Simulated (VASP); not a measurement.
Hf, 1 atom in the cell. Symmetry: Fm-3m, No. 225, cubic system. Conventional cell: a = 4.501 Å, b = 4.501 Å, c = 4.501 Å, α = 90.00°, β = 90.00°, γ = 90.00°. Within 4.2 Å of Hf (site symmetry m-3m) lie 12 Hf at 3.18 Å. This isn't the form of Hf at room conditions, which is hcp.

* Program: VASP 6.6.1
* Task: single point
* Functional: r2SCAN
* Potentials or basis: VASP PAW PBE potentials, release 64 (Hf_pv)
* Cutoff: 520 eV
* k mesh: 13 × 13 × 13
* Occupations: fermi-dirac, width 0.1 eV
* Spin: no spin polarisation
* Dipole correction: no
* Further INCAR settings: ALGO = Normal; EDIFF = 1e-06; NBANDS = 11

Potentials or basis: VASP PAW PBE potentials, release 64 (Hf_pv).

Run with:

```console
$ cat potpaw_PBE.64/Hf_pv/POTCAR > POTCAR
$ cp INCAR.step1 INCAR
$ mpirun -np 1 vasp_std > vasp.out
$ cp INCAR.step2 INCAR
$ mpirun -np 1 vasp_std > vasp.out
```

Hardware: 1 thread of Intel Xeon 8259CL (shared host).

Q: How long does it take, and how much memory?

A: Wall time 65 s on 1 thread of Intel Xeon 8259CL, with other jobs on the host, peak memory 0.16 GiB. Counts: k points 84.
